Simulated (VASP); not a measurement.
# CaO (I4/mmm) in VASP: a series of runs

Aim: see how the results for CaO move with the level of theory and the settings. Levels: PBE, r2SCAN. Tasks: single point.

Everything below comes from runs of VASP 6.6.1. Logs are shortened: lines on timing, memory, paths and dates and some standing lists are left out, and cuts for length are marked.

### 1 The cell of the first run

The structure is tetragonal, space group I4/mmm (No. 139). The conventional cell has a = 3.274 Å, b = 3.274 Å, c = 4.887 Å, α = 90.00°, β = 90.00°, γ = 90.00°. Ca (site symmetry 4/mmm) has 6 O at 2.31 to 2.44 Å within 3.1 Å. Within 3.1 Å of O (site symmetry 4/mmm) lie 6 Ca at 2.31 to 2.44 Å.

### 2 Single point, PBE (epitaxial xy strain -3.5%)

INCAR

```
SYSTEM = CaO
PREC = Accurate ; ENCUT = 520
EDIFF = 1E-6 ; ISMEAR = -1
SIGMA = 0.02 ; LREAL = .False.
LASPH = .True. ; NELM = 100
ALGO = Normal ; ISIF = 2
LWAVE = .False. ; LCHARG = .False.
GGA = PE ; NBANDS = 15
```

KPOINTS

```
Automatic mesh
0
Gamma
  10 10 10
  0 0 0
```

POSCAR

```
CaO
1.0
    0.0000000000      2.3148346397      2.4435512815
    2.3148346397      0.0000000000      2.4435512815
    2.3148346397      2.3148346397      0.0000000000
Ca O
1 1
Direct
    0.0000000000      0.0000000000      0.0000000000
    0.5000000000      0.5000000000      0.5000000000
```

Potentials or basis: VASP PAW PBE potentials, release 64 (Ca_sv, O).

Run with:

```sh
$ cat potpaw_PBE.64/Ca_sv/POTCAR potpaw_PBE.64/O/POTCAR > POTCAR
$ mpirun -np 1 vasp_std > vasp.out
```

OUTCAR:

```text
SYSTEM = CaO
   PREC = Accurate
   ENCUT = 520
   EDIFF = 1E-6
   ISMEAR = -1
   LREAL = .False.
   LASPH = .True.
   NELM = 100
   ISIF = 2
   GGA = PE

 ion  position               nearest neighbor table
   1  0.000  0.000  0.000-   2 2.31   2 2.31   2 2.31   2 2.31   2 2.44   2 2.44
   2  0.500  0.500  0.500-   1 2.31   1 2.31   1 2.31   1 2.31   1 2.44   1 2.44

  LATTYP: Found a body centered tetragonal cell.
 ALAT       =     3.2736705421
 C/A-ratio  =     1.4928510674

  Lattice vectors:

 A1 = (  -2.3148346397,   0.0000000000,   2.4435512815)
 A2 = (   2.3148346397,   0.0000000000,   2.4435512815)
 A3 = (   0.0000000000,   2.3148346397,  -2.4435512815)

Analysis of symmetry for initial positions (statically):
=====================================================================
 Subroutine PRICEL returns:
 Original cell was already a primitive cell.

 Routine SETGRP: Setting up the symmetry group for a
 body centered tetragonal supercell.

 Subroutine GETGRP returns: Found 16 space group operations
 (whereof 16 operations were pure point group operations)
 out of a pool of 16 trial point group operations.

The static configuration has the point symmetry D_4h.

Analysis of symmetry for dynamics (positions and initial velocities):
=====================================================================
 Subroutine PRICEL returns:
 Original cell was already a primitive cell.

 Routine SETGRP: Setting up the symmetry group for a
 body centered tetragonal supercell.

 Subroutine GETGRP returns: Found 16 space group operations
 (whereof 16 operations were pure point group operations)
 out of a pool of 16 trial point group operations.

The dynamic configuration has the point symmetry D_4h.

 Subroutine INISYM returns: Found 16 space group operations
 (whereof 16 operations are pure point group operations),
 and found     1 'primitive' translations

----------------------------------------------------------------------------------------

                                     Primitive cell

  volume of cell :      26.1873

  direct lattice vectors                    reciprocal lattice vectors
     0.000000000  2.314834640  2.443551282    -0.215998150  0.215998150  0.204620220
     2.314834640  0.000000000  2.443551282     0.215998150 -0.215998150  0.204620220
     2.314834640  2.314834640  0.000000000     0.215998150  0.215998150 -0.204620220

  length of vectors
     3.365917746  3.365917746  3.273670542     0.367668106  0.367668106  0.367668106

  position of ions in fractional coordinates (direct lattice)
     0.000000000  0.000000000  0.000000000
     0.500000000  0.500000000  0.500000000

  ion indices of the primitive-cell ions
   primitive index   ion index
                 1           1
                 2           2

----------------------------------------------------------------------------------------

 KPOINTS: Automatic mesh

Automatic generation of k-mesh.
 Grid dimensions read from file:
 generate k-points for:   10   10   10

 Generating k-lattice:

  Cartesian coordinates                     Fractional coordinates (reciprocal lattice)
    -0.021599815  0.021599815  0.020462022     0.100000000  0.000000000  0.000000000
     0.021599815 -0.021599815  0.020462022     0.000000000  0.100000000  0.000000000
     0.021599815  0.021599815 -0.020462022     0.000000000  0.000000000  0.100000000

  Length of vectors
     0.036766811  0.036766811  0.036766811

  Shift w.r.t. Gamma in fractional coordinates (k-lattice)
     0.000000000  0.000000000  0.000000000

 Subroutine IBZKPT returns following result:
 ===========================================

 Found    102 irreducible k-points:

 Following reciprocal coordinates:
            Coordinates               Weight
  0.000000  0.000000  0.000000      1.000000
  0.100000 -0.000000  0.000000      8.000000
  0.200000 -0.000000  0.000000      8.000000
  0.300000  0.000000  0.000000      8.000000
  0.400000  0.000000  0.000000      8.000000
  0.500000 -0.000000  0.000000      4.000000
[... 16 lines left out ...]
  0.300000  0.300000  0.000000      2.000000
  0.400000  0.300000  0.000000      8.000000
 [... further k-points ...]
   k-points           NKPTS =    102   k-points in BZ     NKDIM =    102   number of bands    NBANDS=     15
   number of dos      NEDOS =    301   number of ions     NIONS =      2
   total plane-waves  NPLWV =  18816
   dimension x,y,z NGX =    28 NGY =   28 NGZ =   24
   dimension x,y,z NGXF=    56 NGYF=   56 NGZF=   48
   ions per type =               1   1
   NGX,Y,Z   is equivalent  to a cutoff of  13.83, 13.83, 12.19 a.u.
   NGXF,Y,Z  is equivalent  to a cutoff of  27.66, 27.66, 24.38 a.u.
 SYSTEM =  CaO
   PREC   = accura    normal or accurate (medium, high low for compatibility)
   ISTART =      0    job   : 0-new  1-cont  2-samecut
   ICHARG =      2    charge: 1-file 2-atom 10-const
   ISPIN  =      1    spin polarized calculation?
   LNONCOLLINEAR =      F non collinear calculations
   LSORBIT =      F    spin-orbit coupling
   LASPH  =      T    aspherical Exc in radial PAW
   ENCUT  =  520.0 eV  38.22 Ry    6.18 a.u.   6.26  6.26  6.09*2*pi/ulx,y,z
   NELM   =    100;   NELMIN=  2; NELMDL= -5     # of ELM steps
   EDIFF  = 0.1E-05   stopping-criterion for ELM
   LREAL  =      F    real-space projection
   EDIFFG = 0.1E-04   stopping-criterion for IOM
   NSW    =      0    number of steps for IOM
   IBRION =     -1    ionic relax: 0-MD 1-quasi-New 2-CG
   NFREE  =      0    steps in history (QN), initial steepest desc. (CG)
   ISIF   =      2    stress and relaxation
   ISYM   =      2    0-nonsym 1-usesym 2-fastsym
   POTIM  = 0.5000    time-step for ionic-motion
   TEBEG  =    0.0;   TEEND  =   0.0 temperature during run
   PSTRESS=    0.0 pullay stress
   NELECT =      16.0000    total number of electrons
   NUPDOWN=      -1.0000    fix difference up-down
   EMIN   =  10.00;   EMAX   =-10.00  energy-range for DOS
   EFERMI =   0.00;   METHOD = LEGACY
   ISMEAR =    -1;   SIGMA  =   0.02  broadening in eV -4-tet -1-fermi 0-gaus
   EFERMI_NEDOS =   21; number of points for ismear=-14 and -15
   IALGO  =     38    algorithm
   IMIX   =      4    mixing-type and parameters
     AMIX     =   0.40;   BMIX     =  1.00
     AMIX_MAG =   1.60;   BMIX_MAG =  1.00
  volume/ion in A,a.u.               =      13.09        88.36
  Fermi-wavevector in a.u.,A,eV,Ry     =   1.389156  2.625124 26.255903  1.929754
  Thomas-Fermi vector in A             =   2.513214
   LORBIT       =      0    0 simple, 1 ext, 2 COOP (PROOUT), +10 PAW based schemes
   GGA     = PE    functional components
   LHFCALC =     F    Hartree Fock is set to
   AEXX    =    0.0000 exact exchange contribution
   IVDW    =     0    specifies the selected vdW correction
   LEPSILON=     F    determine dielectric tensor
   LRPA    =     F    only Hartree local field effects (RPA)
 non-spin polarized calculation
  energy-cutoff  :      520.00
  volume of cell :       26.19
 maximum number of plane-waves:       720
 NGX is ok and might be reduce to    28
   NGX = 13   NGY = 13   NGZ = 13

 number of electron      15.9999998 magnetization

 Free energy of the ion-electron system (eV)
  ---------------------------------------------------
  ext. energy  EPLUGINS =         0.00000000
  ---------------------------------------------------
  free energy    TOTEN  =       -12.70798210 eV

  energy without entropy =      -12.70798210  energy(sigma->0) =      -12.70798210

 E-fermi :   3.2329     XC(G=0): -10.7576

 val. band max:        2.7461553411   @ k =   0.0000   0.0000   0.0000
 cond. band min:       6.2619519172   @ k =   0.5000   0.0000   0.5000
 fundamental gap:      3.5157965761
 Fermi energy:         3.2328806307

 k-point     1 :       0.0000    0.0000    0.0000
  band No.  band energies     occupation
      1     -34.6982      2.00000
      2     -15.4431      2.00000
      3     -15.4032      2.00000
      4     -15.4032      2.00000
      5     -12.9607      2.00000
      6       2.5913      2.00000
      7       2.7462      2.00000
      8       2.7462      2.00000
      9       7.7576      0.00000
     10       8.8087      0.00000
     11       9.2085      0.00000
     12       9.2085      0.00000
     13      10.5725      0.00000
     14      10.9309      0.00000
     15      18.1613      0.00000

 k-point     2 :       0.1000   -0.0000    0.0000
  band No.  band energies     occupation
      1     -34.6855      2.00000
      2     -15.6121      2.00000
      3     -15.4416      2.00000
      4     -15.4057      2.00000
      5     -12.7570      2.00000
      6       2.3005      2.00000
      7       2.5132      2.00000
      8       2.5835      2.00000
      9       8.2110      0.00000
     10       8.9309      0.00000
     11       9.2541      0.00000
     12       9.3791      0.00000
     13      10.8387      0.00000
     14      11.2080      0.00000
     15      18.5996      0.00000

 k-point     3 :       0.2000   -0.0000    0.0000
  band No.  band energies     occupation
      1     -34.6521      2.00000
      2     -16.0313      2.00000
      3     -15.4674      2.00000
      4     -15.4122      2.00000
      5     -12.3203      2.00000
      6       1.5126      2.00000
      7       2.1333      2.00000
      8       2.1956      2.00000
      9       9.0088      0.00000
     10       9.3218      0.00000
     11       9.6959      0.00000
     12       9.8520      0.00000
     13      11.5233      0.00000
     14      11.9201      0.00000
     15      19.2773      0.00000
[... 343 lines left out ...]
 k-point    23 :       0.3000    0.3000    0.0000
  band No.  band energies     occupation
      1     -34.5970      2.00000
      2     -16.0954      2.00000
      3     -15.5568      2.00000
      4     -15.5568      2.00000
      5     -12.4791      2.00000
      6       0.8757      2.00000
      7       2.4689      2.00000
      8       2.4689      2.00000
      9       7.0819      0.00000
     10      10.5109      0.00000
     11      11.5140      0.00000
     12      11.5140      0.00000
     13      11.5678      0.00000
     14      12.9549      0.00000
     15      20.3361      0.00000

 k-point    24 :       0.4000    0.3000    0.0000
  band No.  band energies     occupation
      1     -34.5723      2.00000
      2     -16.1792      2.00000
      3     -15.6435      2.00000
      4     -15.5775      2.00000
      5     -12.4291      2.00000
      6       0.9092      2.00000
      7       2.2164      2.00000
      8       2.3288      2.00000
      9       7.1047      0.00000
     10      11.0025      0.00000
     11      11.8058      0.00000
     12      11.8863      0.00000
     13      12.0044      0.00000
     14      13.5363      0.00000
     15      18.7694      0.00000

 [... further k-points ...]
[... 5 lines left out ...]
  --------------------------------------------------------------------------------------
  -------------------------------------------------------------------------------------
  Total        2.3631639      2.3631639      0.5251386      0.0000000     -0.0000000      0.0000000
  in kB      144.5815994    144.5815994     32.1286957      0.0000000     -0.0000000      0.0000000
  external PRESSURE =     107.0972982 kB  Pullay stress =       0.0000000 kB

 VOLUME and BASIS-vectors are now :
 -----------------------------------------------------------------------------
  energy-cutoff  :      520.00
  volume of cell :       26.19
      direct lattice vectors                 reciprocal lattice vectors
     0.000000000  2.314834640  2.443551282    -0.215998150  0.215998150  0.204620220
     2.314834640  0.000000000  2.443551282     0.215998150 -0.215998150  0.204620220
     2.314834640  2.314834640  0.000000000     0.215998150  0.215998150 -0.204620220

 POSITION                                       TOTAL-FORCE (eV/Angst)
 -----------------------------------------------------------------------------------
      0.00000      0.00000      0.00000        -0.000000     -0.000000      0.000000
      2.31483      2.31483      2.44355         0.000000      0.000000     -0.000000
 -----------------------------------------------------------------------------------
    total drift:                                0.000000      0.000000      0.000000

  FREE ENERGIE OF THE ION-ELECTRON SYSTEM (eV)
  ---------------------------------------------------
  free  energy   TOTEN  =       -12.7079820957 eV

  energy  without entropy=      -12.7079820957  energy(sigma->0) =      -12.70798210
```

Wall time 48 s (1 thread of Intel Xeon Platinum 8259CL at 2.50GHz (Skylake/Cascade Lake), shared host); peak memory 0.18 GiB.

What came out:

| Property | Result |
| --- | --- |
| Free energy | -12.7080 eV |
| Pressure | 10.7 GPa |
| Band gap on the k mesh | 3.52 eV, indirect (least direct gap 3.90 eV) |

Levels at points of the mesh, in eV from the valence-band top:
```csv
k point,band 5,band 6,band 7,band 8,band 9,band 10,band 11,band 12
"(0.00, 0.00, 0.00)",-15.71,-0.15,0.00,0.00,5.01,6.06,6.46,6.46
"(0.50, 0.00, 0.00)",-14.21,-2.84,-1.40,-1.39,7.27,8.62,8.68,8.88
"(0.50, 0.50, 0.00)",-15.48,-1.54,-0.31,-0.31,3.68,8.42,9.20,9.86
"(0.50, 0.00, 0.50)",-15.48,-1.20,-0.53,-0.38,3.52,8.36,9.29,9.66
```

Caveat: the cell differs from its parent crystal (epitaxial xy strain -3.5%). A k mesh can miss the band edges.

### 3 Single point, r2SCAN (epitaxial xy strain -3.5%)

POSCAR is that of step 2.

INCAR.step1

```
SYSTEM = CaO
PREC = Accurate
ENCUT = 520
ISMEAR = 0
SIGMA = 0.01
LREAL = .FALSE.
LASPH = .TRUE.
NELM = 60
NBANDS = 15
GGA = PE
ALGO = Normal
EDIFF = 1E-4
LWAVE = .TRUE.
LCHARG = .FALSE.
```

INCAR.step2

```
SYSTEM = CaO
PREC = Accurate
ENCUT = 520
EDIFF = 1E-6
ISMEAR = 0
SIGMA = 0.01
LREAL = .FALSE.
LASPH = .TRUE.
NELM = 60
ALGO = Normal
ISIF = 2
LWAVE = .FALSE.
LCHARG = .TRUE.
METAGGA = R2SCAN
LMIXTAU = .TRUE.
LELF = .TRUE.
LVHAR = .TRUE.
NBANDS = 15
ISTART = 1
```

KPOINTS

```
Automatic mesh
0
G
  10 10 10
  0 0 0
```

Potentials or basis: VASP PAW PBE potentials, release 64 (Ca_sv, O).

Run with:

```sh
$ cat potpaw_PBE.64/Ca_sv/POTCAR potpaw_PBE.64/O/POTCAR > POTCAR
$ cp INCAR.step1 INCAR
$ mpirun -np 1 vasp_std > vasp.out
$ cp INCAR.step2 INCAR
$ mpirun -np 1 vasp_std > vasp.out
```

Wall time 2.9 min (1 thread of Intel Xeon Platinum 8259CL at 2.50GHz (Skylake/Cascade Lake), shared host); peak memory 0.18 GiB.

It converged, with:

- Free energy: -19.3774 eV
- Pressure: 9.0 GPa
- Band gap on the k mesh: 4.07 eV, indirect (least direct gap 4.44 eV)

Stress tensor (GPa, compression positive):
```
12.98  0.00  0.00
 0.00 12.98  0.00
 0.00  0.00  0.89
```

Levels at points of the mesh, in eV from the valence-band top:
```csv
k point,band 5,band 6,band 7,band 8,band 9,band 10,band 11,band 12
"(0.00, 0.00, 0.00)",-16.65,-0.16,0.00,0.00,5.73,6.69,7.09,7.09
"(0.50, 0.00, 0.00)",-15.04,-2.80,-1.39,-1.39,7.92,9.31,9.39,9.61
"(0.50, 0.50, 0.00)",-16.44,-1.53,-0.31,-0.31,4.24,9.14,9.94,10.57
"(0.50, 0.00, 0.50)",-16.44,-1.19,-0.53,-0.38,4.07,9.09,10.03,10.36
```

Caveat: the cell differs from its parent crystal (epitaxial xy strain -3.5%); the PAW data sets were made with another functional, which shifts forces and pressure a little.
